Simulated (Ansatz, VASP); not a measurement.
# Si2C: VASP beside Ansatz

INCAR

```
PREC = Accurate
ENCUT = 600
EDIFF = 1E-6
ISMEAR = 0
SIGMA = 0.1
LREAL = F
LASPH = T
NELM = 80
ALGO = Normal
ISIF = 3
LWAVE = F
LCHARG = F
GGA = PE
IBRION = 2
NSW = 90
EDIFFG = -0.04
```

The input KPOINTS:

```
Automatic mesh
0
Gamma
  6 6 2
```

POSCAR

```
Si2C
1.0
    2.7344770400      0.0000000000      0.0000000000
   -1.3672385200      2.3681265800      0.0000000000
    0.0000000000      0.0000000000     13.3443277500
Si C
4 2
Direct
    0.3333333300      0.6666666700      0.4166666700
    0.3333333300      0.6666666700      0.7500000000
    0.6666666700      0.3333333300      0.2500000000
    0.6666666700      0.3333333300      0.5833333300
    0.3333333300      0.6666666700      0.0833333300
    0.6666666700      0.3333333300      0.9166666700
```

Input for Ansatz:

```yaml
crystal:
  lattice:
    - [2.73447704, 0.0, 0.0]
    - [-1.36723852, 2.36812658, 0.0]
    - [0.0, 0.0, 13.34432775]
  atoms:
    - { symbol: Si, position: [0.33333333, 0.66666667, 0.41666667] }
    - { symbol: Si, position: [0.33333333, 0.66666667, 0.75] }
    - { symbol: Si, position: [0.66666667, 0.33333333, 0.25] }
    - { symbol: Si, position: [0.66666667, 0.33333333, 0.58333333] }
    - { symbol: C, position: [0.33333333, 0.66666667, 0.08333333] }
    - { symbol: C, position: [0.66666667, 0.33333333, 0.91666667] }
basis:
  ecutwfc: 420
kpoints:
  mp_grid: { grid: [6, 6, 2] }
hamiltonian:
  xc: pbe
scf:
  occupations: { method: gaussian, width: 0.1 }
  lower_state_search: "off"
output:
  forces: true
  stress: true
  eigenvalues: true
relax:
  adjacent_minimum: "off"
  f_tol: 0.04
  max_steps: 70
  cell: { stress_tol: 0.4 }
```

Alike in both runs: task relaxation of cell and atoms; functional PBE; k mesh 6 × 6 × 2; occupations gaussian, width 0.1 eV; no spin polarisation.

```csv
,VASP,Ansatz
version,VASP 6.6.1,Ansatz 0.2.0
potentials or method,"VASP PAW PBE potentials, release 64 (Si, C), cutoff 600 eV","scalar-relativistic, plane waves, PAW"
valence electrons in the cell,24,24
```

Ansatz gave:

```
gap on the k mesh at the Fermi level, each at its own relaxed structure (eV) : none
relaxed volume (Å³/atom)                                                     : 13.75
relaxed cell length with the largest relative difference (Å)                 : 9.893
```

**Question.** Estimate VASP's values.

**Answer.** gap on the k mesh at the Fermi level, each at its own relaxed structure (eV): none; relaxed volume (Å³/atom): 13.62; relaxed cell length with the largest relative difference (Å): 9.798.

A gap of «none» marks a metal or a gap that the smearing closes.

The k mesh is coarse, so the values compare programs but aren't converged.
